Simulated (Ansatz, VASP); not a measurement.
**Ta: VASP beside Ansatz**

File INCAR:

```
  ALGO = Normal
  EDIFF = 1E-7
  ENCUT = 520
  GGA = PS
  ISIF = 2
  ISMEAR = -1
  LASPH = True
  LCHARG = False
  LREAL = False
  LWAVE = False
  NBANDS = 24
  NELM = 100
  PREC = Accurate
  SIGMA = 0.1
```

KPOINTS

```
k-points
0
Gamma
  9 9 13
```

File POSCAR:

```
Ta
1.0
    4.6745856277      0.0000000000      0.0000000000
   -2.3372928138      4.0483099058      0.0000000000
    0.0000000000      0.0000000000      2.6249084254
Ta
3
Direct
    0.0000000000      1.0000000000      0.0000000000
    0.3333333333      0.6666666667      0.5000000000
    0.6666666667      0.3333333333      0.5000000000
```

Input for Ansatz:

```yaml
crystal:
  lattice:
    - [4.6745856277, 0.0, 0.0]
    - [-2.3372928138, 4.0483099058, 0.0]
    - [0.0, 0.0, 2.6249084254]
  atoms:
    - { symbol: Ta, position: [0.0, 1.0, 0.0] }
    - { symbol: Ta, position: [0.3333333333, 0.6666666667, 0.5] }
    - { symbol: Ta, position: [0.6666666667, 0.3333333333, 0.5] }
hamiltonian:
  xc: pbesol
  pseudopotentials:
    kind: paw
    azcp:
      Ta: "pseudopotentials/Ta.paw.azcp"
basis:
  ecutwfc: 420
  fft_grid_basis: typed
kpoints:
  mp_grid: { grid: [9, 9, 13], shift: [0, 0, 0] }
magnetization:
  spin_polarized: false
scf:
  occupations: { method: fermi_dirac, width: 0.1 }
  lower_state_search: "off"
output:
  stress: true
```

Alike in both runs: task single point; functional PBEsol; k mesh 9 × 9 × 13; occupations fermi-dirac, width 0.1 eV; no spin polarisation.

|  | VASP | Ansatz |
| --- | --- | --- |
| version | VASP 6.6.1 | Ansatz 0.2.0 |
| potentials or method | VASP PAW PBE potentials, release 64 (Ta_pv), cutoff 520 eV | plane waves (420 eV) with PAW, scalar-relativistic |
| valence electrons in the cell | 33 | 39 |

```csv
,VASP,Ansatz,Ansatz less VASP
pressure (GPa),19.7,19.2,-0.42
"traceless stress, the component that is largest in VASP (GPa)",1.18,1.05,-0.127
```

VASP's potentials were made for PBE, not for PBEsol, and Ansatz warns of the same on its side. The functional is the same, so the differences come from potentials, cutoffs and numerics. VASP's potentials hold 33 valence electrons a cell and Ansatz's 39, so a difference there can come from the potentials and not from the codes.

Spin-orbit coupling is off throughout.
